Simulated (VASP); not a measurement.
A run of VASP 6.6.1:

The input INCAR:

```
ALGO = Normal ; EDIFF = 1E-6
ENCUT = 500 ; GGA = PE
GGA_COMPAT = F ; ISIF = 2
ISMEAR = 1 ; LASPH = T
LCHARG = F ; LREAL = F
LWAVE = F ; NBANDS = 12
NELM = 120 ; PREC = Accurate
SIGMA = 0.2
```

KPOINTS

```
k-points
0
Gamma
  18 18 18
```

File POSCAR:

```
Au
1.0
    0.0000000000      2.0994417733      2.0994417733
    2.0994417733      0.0000000000      2.0994417733
    2.0994417733      2.0994417733      0.0000000000
Au
1
Direct
    0.0000000000      0.0000000000      0.0000000000
```

Potentials or basis: VASP PAW PBE potentials, release 64 (Au).

Command:

```console
$ cat potpaw_PBE.64/Au/POTCAR > POTCAR
$ mpirun -np 1 vasp_std > vasp.out
```

Hardware: 1 thread of AMD EPYC 9R45 96-Core Processor (Zen 5) (shared host).

**Question.** How long does it take, and how much memory?

**Answer.** It took 18 s on 1 thread of AMD EPYC 9R45 96-Core Processor (Zen 5), with other jobs on the host, peak memory 0.14 GiB. Counts: scf iterations 11, k points 195.
